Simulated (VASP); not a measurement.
A run of VASP 6.6.1:

INCAR

```
PREC = Accurate
ENCUT = 520
EDIFF = 1E-7
ISMEAR = 0
SIGMA = 0.05
LREAL = False
LASPH = True
NELM = 80
ALGO = Normal
ISIF = 2
LWAVE = False
LCHARG = False
GGA = PE
NBANDS = 11
```

Contents of KPOINTS:

```
Automatic mesh
0
Gamma
  9 9 8
```

The input POSCAR:

```
MgO
1.0
    2.9380209034      0.0000000000      0.0000000000
   -1.4690104517      2.5444007392      0.0000000000
    0.0000000000      0.0000000000      2.6796800000
Mg O
1 1
Direct
    0.0000000000      0.0000000000      0.0000000000
    0.3333333333      0.6666666667      0.5000000000
```

Potentials or basis: VASP PAW PBE potentials, release 64 (Mg, O).

Run with:

```bash
$ cat potpaw_PBE.64/Mg/POTCAR potpaw_PBE.64/O/POTCAR > POTCAR
$ mpirun -np 1 vasp_std > vasp.out
```

Hardware: 1 thread of AMD EPYC 7R13, on a shared host.

Estimate the wall time of this run.

Run time: 25 s on 1 thread of AMD EPYC 7R13 (shared host), peak memory 0.11 GiB. Counts: scf iterations 13, k points 60.
